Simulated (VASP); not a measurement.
AgCl (Chlorargyrite), 2 atoms in the cell. It takes space group Fm-3m (No. 225, cubic). The conventional cell has a = 5.542 Å, b = 5.542 Å, c = 5.542 Å, α = 90.00°, β = 90.00°, γ = 90.00°. Within 3.7 Å of Ag (site symmetry m-3m) lie 6 Cl at 2.77 Å. Within 3.7 Å of Cl (site symmetry m-3m) lie 6 Ag at 2.77 Å. 

- Program: VASP 6.6.1
- Task: single point
- Functional: PBE
- Potentials or basis: VASP PAW PBE potentials, release 64 (Ag, Cl)
- Cutoff: 520 eV
- k mesh: 7 × 7 × 7
- Occupations: fermi-dirac, width 0.05 eV
- Spin: no spin polarisation
- Dipole correction: no
- Further INCAR settings: ALGO = Normal; EDIFF = 1e-06; NBANDS = 16

Potentials or basis: VASP PAW PBE potentials, release 64 (Ag, Cl).

The run is started by

```bash
$ cat potpaw_PBE.64/Ag/POTCAR potpaw_PBE.64/Cl/POTCAR > POTCAR
$ mpirun -np 1 vasp_std > vasp.out
```

Hardware: 1 thread of Intel(R) Xeon(R) Platinum 8375C CPU @ 2.90GHz (Ice Lake), with other jobs on the host.

Task: Estimate the wall time of this run.

Result: Wall time 12 s on 1 thread of Intel(R) Xeon(R) Platinum 8375C CPU @ 2.90GHz (Ice Lake), with other jobs on the host, peak memory 0.17 GiB. Counts: scf iterations 12, k points 20.
